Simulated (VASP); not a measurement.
## MgW: single point with PBE

Crystal: MgW.

```
CELL_PARAMETERS angstrom
3.86637 0.00000 0.00000
0.00000 3.86637 0.00000
0.00000 0.00000 2.59004
ATOMIC_POSITIONS crystal
Mg 0.50000 0.50000 0.00000
W 0.00000 0.00000 0.00000
```

```
Program             : VASP 6.6.1
Task                : single point
Functional          : PBE
Potentials or basis : VASP PAW PBE potentials, release 64 (Mg, W_sv)
Cutoff              : 520 eV
k mesh              : 14 × 14 × 22
Occupations         : gaussian, width 0.1 eV
Spin                : no spin polarisation
```

- Pressure: 0.1 GPa
- Band gap on the k mesh: zero (band 8 reaches 7.62 eV, above the bottom of band 9 at 5.21 eV)

Stress tensor (GPa, compression positive):
```
-0.05  0.00  0.00
 0.00 -0.05  0.00
 0.00  0.00  0.39
```

Levels at points of the mesh, in eV from the Fermi level:
```
           k point  band 6  band 7  band 8  band 9  band 10  band 11
(0.00, 0.00, 0.00)   -3.45   -2.43   -0.42    2.85     2.85     3.56
(0.50, 0.00, 0.00)   -4.20   -3.05   -1.58    0.73     3.27     3.60
(0.50, 0.50, 0.00)   -4.27   -1.55   -1.55    0.06     1.06     3.30
(0.00, 0.00, 0.50)   -1.97   -1.97   -1.21   -0.45     0.76     8.20
(0.50, 0.00, 0.50)   -1.75   -1.37    0.15    1.75     1.85     1.93
(0.50, 0.50, 0.50)   -3.06   -1.08    1.91    1.96     2.00     3.63
```

Wall time 3.1 min on 1 thread of Intel(R) Xeon(R) Platinum 8259CL CPU @ 2.50GHz (Skylake/Cascade Lake) (shared host), peak memory 0.37 GiB.

Caveat: spin-orbit coupling is left out, which moves the levels of the heavy elements.
